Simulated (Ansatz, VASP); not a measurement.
# TaN in VASP and in Ansatz

```
Ta N
1.0
     5.18500    0.00000    0.00000
    -2.59250    4.49034    0.00000
     0.00000    0.00000    2.90800
Ta N
3 3
Cartesian
  0.0000 0.0000 0.0000
  0.0000 2.9936 1.4990
  2.5925 1.4968 1.4540
  2.5925 0.0000 0.0000
  1.2962 2.2452 0.0000
  -1.2962 2.2452 0.0000
```

Change from the starting cell: one atom moved.

Alike in both runs: task single point; functional PBEsol; k mesh 9 × 9 × 10; occupations gaussian, width 0.1 eV; no spin polarisation.

|  | VASP | Ansatz |
| --- | --- | --- |
| version | VASP 6.6.1 | Ansatz 0.2.0 |
| potentials or method | VASP PAW PBE potentials, release 64 (Ta_pv, N), cutoff 520 eV | scalar-relativistic, plane waves, PAW |
| valence electrons in the cell | 48 | 54 |

VASP gave:

- gap on the k mesh at the Fermi level (eV): none
- pressure (GPa): 2.7
- traceless stress, the component that is largest in VASP (GPa): -0.16
- rms of the force components (eV/Å): 0.271

Problem. Estimate Ansatz's values.

Solution. gap on the k mesh at the Fermi level (eV): none; pressure (GPa): 1.7; traceless stress, the component that is largest in VASP (GPa): -0.39; rms of the force components (eV/Å): 0.266.

VASP's potentials were made for PBE, not for PBEsol. Atom by atom the forces differ by 0.004 eV/Å (rms over components). A gap of «none» marks a metal or a gap that the smearing closes. VASP's potentials hold 48 valence electrons a cell and Ansatz's 54, so a difference there can come from the potentials and not from the codes.

Neither program's run includes spin-orbit coupling.
